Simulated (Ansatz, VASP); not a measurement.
# Zr: VASP beside Ansatz

```xyz
2
Lattice="3.2320 0.0000 0.0000 -1.6160 2.7990 0.0000 0.0000 0.0000 5.1470" Properties=species:S:1:pos:R:3 pbc="T T T"
Zr    1.6160    0.9330    3.8603
Zr    0.0000    1.8660    1.2868
```

Alike in both runs: task relaxation of cell and atoms; functional r2SCAN; k mesh 9 × 9 × 5; occupations fermi-dirac, width 0.05 eV; no spin polarisation.

|  | VASP | Ansatz |
| --- | --- | --- |
| version | VASP 6.6.1 | Ansatz 0.2.0 |
| potentials or method | VASP PAW PBE potentials, release 64 (Zr_sv) | Ansatz PAW |
| plane-wave cutoff (eV) | 600 | 500 |
| valence electrons in the cell | 24 | 24 |

Ansatz gave:

```
gap on the k mesh at the Fermi level, each at its own relaxed structure (eV) : none
relaxed volume (Å³/atom)                                                     : 23.49
relaxed length of the cell vector where the two differ most in proportion (Å)              : 5.166
```

**Question.** Which values does VASP return?

**Answer.** gap on the k mesh at the Fermi level, each at its own relaxed structure (eV): none; relaxed volume (Å³/atom): 23.49; relaxed length of the cell vector where the two differ most in proportion (Å): 5.164.

VASP's potentials were made for PBE, not for r2SCAN. A gap of «none» marks a metal or a gap that the smearing closes.

Noted on Ansatz's run: the plane-wave basis is chosen anew once the cell has moved, so the energies of steps on either side of that aren't comparable.
